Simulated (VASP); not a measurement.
# Cu (P6_3/mmc) in VASP: notebook, part 2 of 2

VASP 6.6.1. Earlier steps stand in the parts before.

### Step 4. Single point, PBEsol

INCAR reads:

```
PREC     = Accurate       # precision mode
ENCUT    = 520            # plane-wave cutoff, eV
EDIFF    = 1E-6           # SCF threshold, eV
ISMEAR   = -1             # smearing method
SIGMA    = 0.2            # smearing width, eV
LREAL    = False          # projectors in reciprocal space
LASPH    = True           # aspherical terms in the spheres
NELM     = 100            # most SCF steps
ALGO     = Normal         # electronic algorithm
ISIF     = 2              # what is computed and relaxed
LWAVE    = False          # write WAVECAR
LCHARG   = False          # write CHGCAR
GGA      = PS             # functional
NBANDS   = 18             # bands
```

KPOINTS reads:

```
Automatic mesh
0
Gamma
  14 14 7
```

POSCAR reads:

```
Cu
1.0
    2.5340966700      0.0000000000      0.0000000000
   -1.2670483300      2.1945920900      0.0000000000
    0.0000000000      0.0000000000      4.1125710000
Cu
2
Direct
    0.3333333333      0.6666666667      0.2500000000
    0.6666666667      0.3333333333      0.7500000000
```

Potentials or basis: VASP PAW PBE potentials, release 64 (Cu).

Command:

```sh
> cat potpaw_PBE.64/Cu/POTCAR > POTCAR
> mpirun -np 1 vasp_std > vasp.out
```

OUTCAR:

```text
PREC = Accurate
   ENCUT = 520
   EDIFF = 1E-6
   ISMEAR = -1
   LREAL = False
   LASPH = True
   NELM = 100
   ISIF = 2
   GGA = PS

 ion  position               nearest neighbor table
   1  0.333  0.667  0.250-   2 2.52   2 2.52   2 2.52   2 2.52   2 2.52   2 2.52
   2  0.667  0.333  0.750-   1 2.52   1 2.52   1 2.52   1 2.52   1 2.52   1 2.52

  LATTYP: Found a hexagonal cell.
 ALAT       =     2.5340966700
 C/A-ratio  =     1.6228942837

  Lattice vectors:

 A1 = (   2.5340966700,   0.0000000000,   0.0000000000)
 A2 = (  -1.2670483300,   2.1945920900,   0.0000000000)
 A3 = (   0.0000000000,   0.0000000000,   4.1125710000)

Analysis of symmetry for initial positions (statically):
=====================================================================
 Subroutine PRICEL returns:
 Original cell was already a primitive cell.

 Routine SETGRP: Setting up the symmetry group for a
 hexagonal supercell.

 Subroutine GETGRP returns: Found 24 space group operations
 (whereof 12 operations were pure point group operations)
 out of a pool of 24 trial point group operations.

The static configuration has the point symmetry D_3d.
 The point group associated with its full space group is D_6h.

Analysis of symmetry for dynamics (positions and initial velocities):
=====================================================================
 Subroutine PRICEL returns:
 Original cell was already a primitive cell.

 Routine SETGRP: Setting up the symmetry group for a
 hexagonal supercell.

 Subroutine GETGRP returns: Found 24 space group operations
 (whereof 12 operations were pure point group operations)
 out of a pool of 24 trial point group operations.

The dynamic configuration has the point symmetry D_3d.
[... 106 lines left out ...]
   ISIF   =      2    stress and relaxation
   ISYM   =      2    0-nonsym 1-usesym 2-fastsym
   POTIM  = 0.5000    time-step for ionic-motion
   TEBEG  =    0.0;   TEEND  =   0.0 temperature during run
   PSTRESS=    0.0 pullay stress
   NELECT =      22.0000    total number of electrons
   NUPDOWN=      -1.0000    fix difference up-down
   EMIN   =  10.00;   EMAX   =-10.00  energy-range for DOS
   EFERMI =   0.00;   METHOD = LEGACY
   ISMEAR =    -1;   SIGMA  =   0.20  broadening in eV -4-tet -1-fermi 0-gaus
   EFERMI_NEDOS =   21; number of points for ismear=-14 and -15
   IALGO  =     38    algorithm
   IMIX   =      4    mixing-type and parameters
     AMIX     =   0.40;   BMIX     =  1.00
     AMIX_MAG =   1.60;   BMIX_MAG =  1.00
  volume/ion in A,a.u.               =      11.44        77.17
  Fermi-wavevector in a.u.,A,eV,Ry     =   1.616041  3.053874 35.532800  2.611587
  Thomas-Fermi vector in A             =   2.710691
   LORBIT       =      0    0 simple, 1 ext, 2 COOP (PROOUT), +10 PAW based schemes
   GGA     = PS    functional components
   LHFCALC =     F    Hartree Fock is set to
   AEXX    =    0.0000 exact exchange contribution
   IVDW    =     0    specifies the selected vdW correction
   LEPSILON=     F    determine dielectric tensor
   LRPA    =     F    only Hartree local field effects (RPA)
 non-spin polarized calculation
  energy-cutoff  :      520.00
  volume of cell :       22.87
 maximum number of plane-waves:       634
 NGX is ok and might be reduce to    20
   NGX =  9   NGY =  9   NGZ = 15

 number of electron      21.9999979 magnetization

 Free energy of the ion-electron system (eV)
  ---------------------------------------------------
  ext. energy  EPLUGINS =         0.00000000
  ---------------------------------------------------
  free energy    TOTEN  =        -8.63893691 eV

  energy without entropy =       -8.55276769  energy(sigma->0) =       -8.59585230

 E-fermi :   7.7885     XC(G=0): -13.0977

 val. band max:        7.7710308787   @ k =   0.5000   0.0000   0.0000
 cond. band min:       7.8765004664   @ k =   0.5000   0.0000   0.4286
 fundamental gap:      0.1054695877
 Fermi energy:         7.7884837520

 k-point     1 :       0.0000    0.0000    0.0000
  band No.  band energies     occupation
      1      -1.8332      2.00000
      2       2.5325      2.00000
      3       4.6883      2.00000
      4       4.7298      2.00000
      5       4.7298      2.00000
      6       4.9541      2.00000
[... 481 lines left out ...]
      5       4.4927      2.00000
      6       4.5710      2.00000
[... 10 lines left out ...]
     17      20.5200      0.00000
     18      21.7389      0.00000

 [... further k-points ...]
[... 5 lines left out ...]
  --------------------------------------------------------------------------------------
  -------------------------------------------------------------------------------------
  Total       -0.1897091     -0.1897091      0.0787224     -0.0000000      0.0000000      0.0000000
  in kB      -13.2894924    -13.2894924      5.5146592     -0.0000000      0.0000000      0.0000000
  external PRESSURE =      -7.0214419 kB  Pullay stress =       0.0000000 kB

 VOLUME and BASIS-vectors are now :
 -----------------------------------------------------------------------------
  energy-cutoff  :      520.00
  volume of cell :       22.87
      direct lattice vectors                 reciprocal lattice vectors
     2.534096670  0.000000000  0.000000000     0.394617937  0.227832771  0.000000000
    -1.267048330  2.194592090  0.000000000     0.000000000  0.455665545  0.000000000
     0.000000000  0.000000000  4.112571000     0.000000000  0.000000000  0.243156896

 POSITION                                       TOTAL-FORCE (eV/Angst)
 -----------------------------------------------------------------------------------
      0.00000      1.46306      1.02814         0.000000      0.000000      0.000000
      1.26705      0.73153      3.08443        -0.000000     -0.000000     -0.000000
 -----------------------------------------------------------------------------------
    total drift:                               -0.000000      0.000000     -0.000000

  FREE ENERGIE OF THE ION-ELECTRON SYSTEM (eV)
  ---------------------------------------------------
  free  energy   TOTEN  =        -8.6389369078 eV

  energy  without entropy=       -8.5527676923  energy(sigma->0) =       -8.59585230
```

OSZICAR:

```text
N       E                     dE             d eps       ncg     rms          rms(c)
DAV:   1     0.118289212264E+03    0.11829E+03   -0.10540E+04  3792   0.221E+03
DAV:   2    -0.487306925172E+01   -0.12316E+03   -0.11688E+03  3466   0.285E+02
DAV:   3    -0.108012109180E+02   -0.59281E+01   -0.57220E+01  3954   0.858E+01
DAV:   4    -0.108623852466E+02   -0.61174E-01   -0.61124E-01  4108   0.926E+00
DAV:   5    -0.108631749361E+02   -0.78969E-03   -0.78966E-03  4296   0.905E-01    0.120E+01
DAV:   6    -0.952097009979E+01    0.13422E+01   -0.13269E+01  3676   0.107E+02    0.607E+00
DAV:   7    -0.866633677432E+01    0.85463E+00   -0.26487E+00  3782   0.434E+01    0.757E-01
DAV:   8    -0.864398610274E+01    0.22351E-01   -0.23320E-02  4672   0.218E+00    0.527E-01
DAV:   9    -0.863889907059E+01    0.50870E-02   -0.71811E-03  4004   0.247E+00    0.280E-02
DAV:  10    -0.863893419857E+01   -0.35128E-04   -0.23953E-04  5212   0.226E-01    0.499E-03
DAV:  11    -0.863893702657E+01   -0.28280E-05   -0.97936E-07  3140   0.265E-02    0.270E-03
DAV:  12    -0.863893690776E+01    0.11881E-06   -0.68019E-07  2318   0.189E-02
   1 F= -.86389369E+01 E0= -.85958523E+01  d E =-.861692E-01
```

stdout:

```text
POSCAR found type information on POSCAR Cu
 POSCAR found :  1 types and       2 ions
 scaLAPACK will be used
 -----------------------------------------------------------------------------
|                                                                             |
|                                                                             |
|     You enforced a specific xc type in the INCAR file but a different       |
|     I HOPE YOU KNOW WHAT YOU ARE DOING!                                     |
|                                                                             |
 -----------------------------------------------------------------------------

 LDA part: xc-table for (Slater+PW92), standard interpolation
 POSCAR, INCAR and KPOINTS ok, starting setup
 FFT: planning ... GRIDC
 FFT: planning ... GRID_SOFT
 FFT: planning ... GRID
 WAVECAR not read
 entering main loop
```

It took 17 s on 1 thread of AMD EPYC 9R45 (Zen 5), shared host; peak memory 0.12 GiB.

Results:

| Quantity | Value |
| --- | --- |
| Free energy | -8.6389 eV |
| Pressure | -0.7 GPa |
| Band gap on the k mesh | zero (band 11 reaches 11.35 eV, above the bottom of band 12 at 5.88 eV) |

Stress tensor (GPa, compression positive):
```
-1.33  0.00  0.00
 0.00 -1.33  0.00
 0.00  0.00  0.55
```

Caveat: the PAW data sets were made with another functional, which shifts forces and pressure a little.

### Step 5. Single point, PBEsol

INCAR reads:

```
ALGO = Normal
EDIFF = 1E-6
ENCUT = 520
GGA = PS
ISIF = 2
ISMEAR = -1
LASPH = True
LCHARG = False
LREAL = False
LWAVE = False
NBANDS = 18
NELM = 80
PREC = Accurate
SIGMA = 0.1
```

KPOINTS reads:

```
k-points
0
Gamma
  14 14 7
```

POSCAR is that of step 4.

Command:

```sh
> cat potpaw_PBE.64/Cu/POTCAR > POTCAR
> mpirun -np 1 vasp_std > vasp.out
```

Wall time 17 s (1 thread of AMD EPYC 9R45 (Zen 5), shared host); peak memory 0.12 GiB.

Results (log left out):

```yaml
Free_energy: -8.6059 eV
Pressure: -0.8 GPa
Band_gap_on_the_k_mesh: zero (band 11 reaches 11.35 eV, above the bottom of band 12 at 5.89 eV)
```

Stress tensor (GPa, compression positive):
```
-1.23  0.00  0.00
 0.00 -1.23  0.00
 0.00  0.00  0.12
```

Levels at points of the mesh, in eV from the Fermi level:
| k point | band 7 | band 8 | band 9 | band 10 | band 11 | band 12 | band 13 | band 14 | band 15 | band 16 |
| --- | --- | --- | --- | --- | --- | --- | --- | --- | --- | --- |
| (0.00, 0.00, 0.00) | -2.80 | -2.52 | -2.52 | -1.72 | -1.72 | -1.04 | 4.03 | 21.55 | 22.08 | 22.08 |
| (0.50, 0.00, 0.00) | -2.76 | -1.63 | -1.57 | -1.53 | 0.01 | 1.62 | 7.94 | 8.36 | 10.92 | 11.35 |

Caveat: the PAW data sets were made with another functional, which shifts forces and pressure a little.

### Step 6. The runs side by side

| smearing | gap on the mesh (eV) | pressure (GPa) |
| --- | --- | --- |
| fermi-dirac 0.5 eV | none | 1.1 |
| fermi-dirac 0.3 eV | none | -0.4 |
| fermi-dirac 0.2 eV | none | -0.7 |
| fermi-dirac 0.1 eV | none | -0.8 |

Alike in all rows: task single point; level PBEsol; potentials or basis VASP PAW PBE potentials, release 64 (Cu); no spin polarisation; cell as given; k mesh 14 × 14 × 7; cutoff (eV) 520.

Every run on the cell as given and a fine mesh finds a metal.

Caveats: the PAW data sets were made with another functional, which shifts forces and pressure a little.

Absolute energies hang on the potentials; compare differences alone.
